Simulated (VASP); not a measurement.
# PtS2 (P-3m1) in VASP: further runs

Runs on PtS2. Level: LDA. Tasks: single point, relaxation of cell and atoms.

Program: VASP 6.6.1. These are calculated values, not measurements. Logs are shortened: lines on timing, memory, paths and dates and some standing lists are left out, and cuts for length are marked.

### Step 1. The cell of the first run

It takes space group P-3m1 (No. 164, trigonal). Conventional cell: a = 3.543 Å, b = 3.543 Å, c = 5.039 Å, α = 90.00°, β = 90.00°, γ = 120.00°. Pt (site symmetry -3m) has 6 S at 2.40 Å within 3.2 Å. Within 3.2 Å of S (site symmetry 3m) lie 3 Pt at 2.40 Å.

### Step 2. Single point, LDA

Input file INCAR:

```
SYSTEM = PtS2
PREC = Accurate
ENCUT = 520
EDIFF = 1E-7
ISMEAR = 0
SIGMA = 0.1
LREAL = .False.
LASPH = .True.
NELM = 80
ALGO = Normal
ISIF = 2
LWAVE = .False.
LCHARG = .False.
GGA = CA
NBANDS = 18
```

Input file KPOINTS:

```
regular mesh
0
Gamma
  6 6 4
  0 0 0
```

Input file POSCAR:

```
PtS2
1.0
    3.5431994758      0.0000000000      0.0000000000
   -1.7715997379      3.0685007567      0.0000000000
    0.0000000000      0.0000000000      5.0388000000
Pt S
1 2
Direct
    0.0000000000      0.0000000000      0.0000000000
    0.3333333333      0.6666666667      0.2500000000
    0.6666666667      0.3333333333      0.7500000000
```

Potentials or basis: VASP PAW LDA potentials, release 64 (Pt, S).

The run is started by

```console
> cat potpaw_LDA.64/Pt/POTCAR potpaw_LDA.64/S/POTCAR > POTCAR
> mpirun -np 1 vasp_std > vasp.out
```

OUTCAR:

```text
SYSTEM = PtS2
   PREC = Accurate
   ENCUT = 520
   EDIFF = 1E-7
   ISMEAR = 0
   LREAL = .False.
   LASPH = .True.
   NELM = 80
   ISIF = 2
   GGA = CA

 ion  position               nearest neighbor table
   1  0.000  0.000  0.000-   2 2.40   3 2.40   2 2.40   3 2.40   3 2.40   2 2.40
   2  0.333  0.667  0.250-   1 2.40   1 2.40   1 2.40
   3  0.667  0.333  0.750-   1 2.40   1 2.40   1 2.40

  LATTYP: Found a hexagonal cell.
 ALAT       =     3.5431994758
 C/A-ratio  =     1.4221045229

  Lattice vectors:

 A1 = (   3.5431994758,   0.0000000000,   0.0000000000)
 A2 = (  -1.7715997379,   3.0685007567,   0.0000000000)
 A3 = (   0.0000000000,   0.0000000000,   5.0388000000)

Analysis of symmetry for initial positions (statically):
=====================================================================
 Subroutine PRICEL returns:
 Original cell was already a primitive cell.

 Routine SETGRP: Setting up the symmetry group for a
 hexagonal supercell.

 Subroutine GETGRP returns: Found 12 space group operations
 (whereof 12 operations were pure point group operations)
 out of a pool of 24 trial point group operations.

The static configuration has the point symmetry D_3d.

Analysis of symmetry for dynamics (positions and initial velocities):
=====================================================================
 Subroutine PRICEL returns:
 Original cell was already a primitive cell.

 Routine SETGRP: Setting up the symmetry group for a
 hexagonal supercell.

 Subroutine GETGRP returns: Found 12 space group operations
 (whereof 12 operations were pure point group operations)
 out of a pool of 24 trial point group operations.

The dynamic configuration has the point symmetry D_3d.

 Subroutine INISYM returns: Found 12 space group operations
 (whereof 12 operations are pure point group operations),
 and found     1 'primitive' translations

----------------------------------------------------------------------------------------

                                     Primitive cell

  volume of cell :      54.7834

  direct lattice vectors                    reciprocal lattice vectors
     3.543199476  0.000000000  0.000000000     0.282230794  0.162946025  0.000000000
    -1.771599738  3.068500757  0.000000000     0.000000000  0.325892049  0.000000000
     0.000000000  0.000000000  5.038800000     0.000000000  0.000000000  0.198459951

  length of vectors
     3.543199476  3.543199476  5.038800000     0.325892049  0.325892049  0.198459951

  position of ions in fractional coordinates (direct lattice)
     0.000000000  0.000000000  0.000000000
     0.333333333  0.666666667  0.250000000
     0.666666667  0.333333333  0.750000000

  ion indices of the primitive-cell ions
   primitive index   ion index
                 1           1
                 2           2
                 3           3

----------------------------------------------------------------------------------------

 KPOINTS: regular mesh

Automatic generation of k-mesh.
 Grid dimensions read from file:
 generate k-points for:    6    6    4

 Generating k-lattice:

  Cartesian coordinates                     Fractional coordinates (reciprocal lattice)
     0.047038466  0.027157671  0.000000000     0.166666667  0.000000000  0.000000000
     0.000000000  0.054315342  0.000000000     0.000000000  0.166666667  0.000000000
     0.000000000  0.000000000  0.049614988     0.000000000  0.000000000  0.250000000

  Length of vectors
     0.054315342  0.054315342  0.049614988

  Shift w.r.t. Gamma in fractional coordinates (k-lattice)
     0.000000000  0.000000000  0.000000000

 Subroutine IBZKPT returns following result:
 ===========================================

 Found     24 irreducible k-points:

 Following reciprocal coordinates:
            Coordinates               Weight
  0.000000  0.000000  0.000000      1.000000
  0.166667  0.000000  0.000000      6.000000
  0.333333 -0.000000  0.000000      6.000000
  0.500000 -0.000000  0.000000      3.000000
  0.166667  0.166667  0.000000      6.000000
  0.333333  0.166667  0.000000     12.000000
[... 16 lines left out ...]
  0.333333  0.166667  0.500000     12.000000
  0.333333  0.333333  0.500000      2.000000
   k-points           NKPTS =     24   k-points in BZ     NKDIM =     24   number of bands    NBANDS=     18
   number of dos      NEDOS =    301   number of ions     NIONS =      3
   total plane-waves  NPLWV =  31360
   dimension x,y,z NGX =    28 NGY =   28 NGZ =   40
   dimension x,y,z NGXF=    56 NGYF=   56 NGZF=   80
   ions per type =               1   2
   NGX,Y,Z   is equivalent  to a cutoff of  13.14, 13.14, 13.20 a.u.
   NGXF,Y,Z  is equivalent  to a cutoff of  26.28, 26.28, 26.39 a.u.
 SYSTEM =  PtS2
   PREC   = accura    normal or accurate (medium, high low for compatibility)
   ISTART =      0    job   : 0-new  1-cont  2-samecut
   ICHARG =      2    charge: 1-file 2-atom 10-const
   ISPIN  =      1    spin polarized calculation?
   LNONCOLLINEAR =      F non collinear calculations
   LSORBIT =      F    spin-orbit coupling
   LASPH  =      T    aspherical Exc in radial PAW
   ENCUT  =  520.0 eV  38.22 Ry    6.18 a.u.   6.59  6.59  9.37*2*pi/ulx,y,z
   NELM   =     80;   NELMIN=  2; NELMDL= -5     # of ELM steps
   EDIFF  = 0.1E-06   stopping-criterion for ELM
   LREAL  =      F    real-space projection
   EDIFFG = 0.1E-05   stopping-criterion for IOM
   NSW    =      0    number of steps for IOM
   IBRION =     -1    ionic relax: 0-MD 1-quasi-New 2-CG
   NFREE  =      0    steps in history (QN), initial steepest desc. (CG)
   ISIF   =      2    stress and relaxation
   ISYM   =      2    0-nonsym 1-usesym 2-fastsym
   POTIM  = 0.5000    time-step for ionic-motion
   TEBEG  =    0.0;   TEEND  =   0.0 temperature during run
   PSTRESS=    0.0 pullay stress
   NELECT =      22.0000    total number of electrons
   NUPDOWN=      -1.0000    fix difference up-down
   EMIN   =  10.00;   EMAX   =-10.00  energy-range for DOS
   EFERMI =   0.00;   METHOD = LEGACY
   ISMEAR =     0;   SIGMA  =   0.10  broadening in eV -4-tet -1-fermi 0-gaus
   EFERMI_NEDOS =   21; number of points for ismear=-14 and -15
   IALGO  =     38    algorithm
   IMIX   =      4    mixing-type and parameters
     AMIX     =   0.40;   BMIX     =  1.00
     AMIX_MAG =   1.60;   BMIX_MAG =  1.00
  volume/ion in A,a.u.               =      18.26       123.23
  Fermi-wavevector in a.u.,A,eV,Ry     =   1.207812  2.282434 19.848319  1.458810
  Thomas-Fermi vector in A             =   2.343439
   LORBIT       =      0    0 simple, 1 ext, 2 COOP (PROOUT), +10 PAW based schemes
   GGA     = CA    functional components
   LHFCALC =     F    Hartree Fock is set to
   AEXX    =    0.0000 exact exchange contribution
   IVDW    =     0    specifies the selected vdW correction
   LEPSILON=     F    determine dielectric tensor
   LRPA    =     F    only Hartree local field effects (RPA)
 non-spin polarized calculation
 Gauss-broadening in eV      SIGMA  =   0.10
  energy-cutoff  :      520.00
  volume of cell :       54.78
 maximum number of plane-waves:      1507
 NGX is ok and might be reduce to    28
   NGX = 13   NGY = 13   NGZ = 19

 number of electron      22.0000000 magnetization

 Free energy of the ion-electron system (eV)
  ---------------------------------------------------
  ext. energy  EPLUGINS =         0.00000000
  ---------------------------------------------------
  free energy    TOTEN  =       -18.12863887 eV

  energy without entropy =      -18.12862840  energy(sigma->0) =      -18.12863363

 E-fermi :   6.9581     XC(G=0): -11.0043

 val. band max:        6.7463008142   @ k =   0.0000   0.0000   0.0000
 cond. band min:       7.2010572351   @ k =   0.3333   0.3333   0.0000
 fundamental gap:      0.4547564209
 Fermi energy:         6.9581158696

 k-point     1 :       0.0000    0.0000    0.0000
  band No.  band energies     occupation
      1      -8.4982      2.00000
      2      -5.6268      2.00000
      3      -0.3829      2.00000
      4       0.2341      2.00000
      5       0.2341      2.00000
      6       2.8951      2.00000
[... 10 lines left out ...]
     17      14.6259      0.00000
     18      19.5367      0.00000

 k-point     2 :       0.1667    0.0000    0.0000
  band No.  band energies     occupation
      1      -8.1548      2.00000
      2      -5.7717      2.00000
      3      -0.0094      2.00000
      4       0.4329      2.00000
      5       0.4662      2.00000
      6       2.3133      2.00000
[... 10 lines left out ...]
     17      15.5699      0.00000
     18      16.3621      0.00000

 k-point     3 :       0.3333   -0.0000    0.0000
  band No.  band energies     occupation
      1      -7.2928      2.00000
      2      -6.0764      2.00000
      3       0.2473      2.00000
      4       0.7564      2.00000
      5       1.0336      2.00000
      6       1.4699      2.00000
[... 10 lines left out ...]
     17      15.1997      0.00000
     18      15.9829      0.00000

 k-point     4 :       0.5000   -0.0000    0.0000
  band No.  band energies     occupation
      1      -6.5583      2.00000
      2      -6.4026      2.00000
      3      -0.5889      2.00000
      4       0.8300      2.00000
      5       1.4325      2.00000
      6       2.5131      2.00000
[... 375 lines left out ...]
      4       0.4278      2.00000
      5       1.3662      2.00000
      6       1.9310      2.00000
[... 10 lines left out ...]
     17      15.3098      0.00000
     18      15.8982      0.00000

 k-point    23 :       0.3333    0.1667    0.5000
  band No.  band energies     occupation
      1      -6.5996      2.00000
      2      -6.2982      2.00000
      3      -0.3269      2.00000
      4       0.4054      2.00000
      5       1.2452      2.00000
      6       2.0909      2.00000
[... 10 lines left out ...]
     17      15.4478      0.00000
     18      16.7992      0.00000

 k-point    24 :       0.3333    0.3333    0.5000
  band No.  band energies     occupation
      1      -6.3252      2.00000
      2      -6.3252      2.00000
      3       0.3655      2.00000
      4       0.3655      2.00000
      5       0.6240      2.00000
      6       2.3254      2.00000
[... 10 lines left out ...]
     17      14.4319      0.00000
     18      17.1097      0.00000

------------------------ aborting loop because EDIFF is reached ----------------------------------------

  FORCE on cell =-STRESS in cart. coord.  units (eV):
  Direction    XX          YY          ZZ          XY          YZ          ZX
  --------------------------------------------------------------------------------------
  -------------------------------------------------------------------------------------
  Total       -1.6341041     -1.6341041     -2.3894680      0.0000000      0.0000000      0.0000000
  in kB      -47.7904748    -47.7904748    -69.8816005      0.0000000      0.0000000      0.0000000
  external PRESSURE =     -55.1541833 kB  Pullay stress =       0.0000000 kB

 VOLUME and BASIS-vectors are now :
 -----------------------------------------------------------------------------
  energy-cutoff  :      520.00
  volume of cell :       54.78
      direct lattice vectors                 reciprocal lattice vectors
     3.543199476  0.000000000  0.000000000     0.282230794  0.162946025  0.000000000
    -1.771599738  3.068500757  0.000000000     0.000000000  0.325892049  0.000000000
     0.000000000  0.000000000  5.038800000     0.000000000  0.000000000  0.198459951

 POSITION                                       TOTAL-FORCE (eV/Angst)
 -----------------------------------------------------------------------------------
      0.00000      0.00000      0.00000        -0.000000      0.000000      0.000000
     -0.00000      2.04567      1.25970        -0.000000      0.000000     -0.695390
      1.77160      1.02283      3.77910         0.000000     -0.000000      0.695390
 -----------------------------------------------------------------------------------
    total drift:                               -0.000000     -0.000000     -0.000000

  FREE ENERGIE OF THE ION-ELECTRON SYSTEM (eV)
  ---------------------------------------------------
  free  energy   TOTEN  =       -18.1286388672 eV

  energy  without entropy=      -18.1286284007  energy(sigma->0) =      -18.12863363
```

Run time: 8.7 s. Hardware: 1 thread of Intel Xeon 6975P-C (Granite Rapids), shared host; peak memory 0.16 GiB.

What came out:

```
Free energy            : -18.1286 eV
Pressure               : -5.5 GPa
Largest force          : 0.695 eV/Å
Band gap on the k mesh : 0.45 eV, indirect (least direct gap 1.22 eV)
```

Forces in eV/Å, atoms in the order of the input:
```
Pt   0.000  0.000  0.000
S    0.000  0.000 -0.695
S    0.000  0.000  0.695
```

Caveat: spin-orbit coupling is left out, which moves the levels of the heavy elements. A k mesh can miss the band edges.

### Step 3. Single point, LDA

This run uses another cell than the first one, of 16.77 Å³/atom, 0.918 times its volume.

Input file INCAR:

```
PREC = Accurate
ENCUT = 520
EDIFF = 1E-7
ISMEAR = 0
SIGMA = 0.1
LREAL = False
LASPH = True
NELM = 100
ALGO = Normal
ISIF = 2
LWAVE = False
LCHARG = True
GGA = CA
LELF = True
LVHAR = True
NBANDS = 18
```

Input file KPOINTS:

```
Automatic mesh
0
Gamma
  6 6 4
```

Input file POSCAR:

```
PtS2
1.0
    3.5613143932      0.0000000000      0.0000000000
   -1.7806571966      3.0841887354      0.0000000000
    0.0000000000      0.0000000000      4.5808028054
Pt S
1 2
Direct
    0.0000000000      0.0000000000      0.0000000000
    0.3333333333      0.6666666667      0.2594035056
    0.6666666667      0.3333333333      0.7405964944
```

Potentials or basis: VASP PAW LDA potentials, release 64 (Pt, S).

The run is started by

```console
> cat potpaw_LDA.64/Pt/POTCAR potpaw_LDA.64/S/POTCAR > POTCAR
> mpirun -np 1 vasp_std > vasp.out
```

Run time: 22 s. Hardware: 1 thread of Intel Xeon Platinum 8259CL at 2.50GHz (Skylake/Cascade Lake), shared host; peak memory 0.16 GiB.

Results (log left out):

- Free energy: -18.2047 eV
- Pressure: -0.2 GPa
- Largest force: 0.013 eV/Å
- Band gap on the k mesh: zero (band 11 reaches 8.40 eV, above the bottom of band 12 at 8.34 eV)

Forces in eV/Å, atoms in the order of the input:
```
Pt   0.000  0.000  0.000
S    0.000  0.000 -0.013
S    0.000  0.000  0.013
```

Levels at points of the mesh, in eV from the Fermi level:
```
           k point  band 9  band 10  band 11  band 12  band 13  band 14
(0.00, 0.00, 0.00)   -1.60    -1.60     0.15     1.17     1.17     3.35
(0.50, 0.00, 0.00)   -3.69    -3.60    -2.98     0.76     2.45     5.32
(0.00, 0.00, 0.50)   -2.18    -2.18    -1.44     2.39     2.39     5.23
(0.50, 0.00, 0.50)   -3.31    -3.25    -1.48     0.76     1.70     4.67
```

Caveat: spin-orbit coupling is left out, which moves the levels of the heavy elements.

(Part 1 of 2 ends here.)
